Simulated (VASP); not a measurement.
Write the native input for VASP 6.6.1 that does the following.

* Task: single point
* Functional: PBE
* Potentials or basis: VASP PAW PBE potentials, release 64 (W_sv, Se)
* Cutoff: 520 eV
* k mesh: 16 × 16 × 6
* Occupations: gaussian, width 0.1 eV
* Spin: no spin polarisation
* Dipole correction: no
* Further INCAR settings: ALGO = Normal; EDIFF = 1e-07; NBANDS = 24

The structure of WSe3 lies in POSCAR:

```
WSe3
1.0
    3.0256536527      0.0000000000      0.0000000000
    0.0000000000      3.0256536527      0.0000000000
    0.0000000000      0.0000000000     10.6243429244
W Se
1 3
Direct
    0.5000000000      0.5000000000      0.5000000000
    0.0000000000      0.0000000000      0.3515453546
    0.0000000000      0.0000000000      0.6484546454
    0.0000000000      0.0000000000      0.0000000000
```

The cell was built from a structure type or drawn by symmetry, and may not be a known phase.

The input as run:

INCAR

```
SYSTEM = WSe3
ALGO = Normal
EDIFF = 1E-7
ENCUT = 520
GGA = PE
ISIF = 2
ISMEAR = 0
LASPH = .TRUE.
LCHARG = .TRUE.
LELF = .TRUE.
LREAL = .FALSE.
LVHAR = .TRUE.
LWAVE = .FALSE.
NBANDS = 24
NELM = 100
PREC = Accurate
SIGMA = 0.1
```

KPOINTS

```
k-points
0
G
  16 16 6
  0 0 0
```

Potentials or basis: VASP PAW PBE potentials, release 64 (W_sv, Se).

Command:

```bash
$ cat potpaw_PBE.64/W_sv/POTCAR potpaw_PBE.64/Se/POTCAR > POTCAR
$ mpirun -np 1 vasp_std > vasp.out
```

It gave:

```
Pressure               : 0.2 GPa
Largest force          : 0.037 eV/Å
Band gap on the k mesh : zero (bands 16 and 17 overlap by 1.19 eV)
```

Caveat: spin-orbit coupling is left out, which moves the levels of the heavy elements; this functional lacks dispersion, which binds the layers, so the pressure and a relaxed spacing across them are unreliable.

Wall time 2.4 min on 1 thread of Intel(R) Xeon(R) 6975P-C (Granite Rapids) (shared host), peak memory 0.48 GiB.
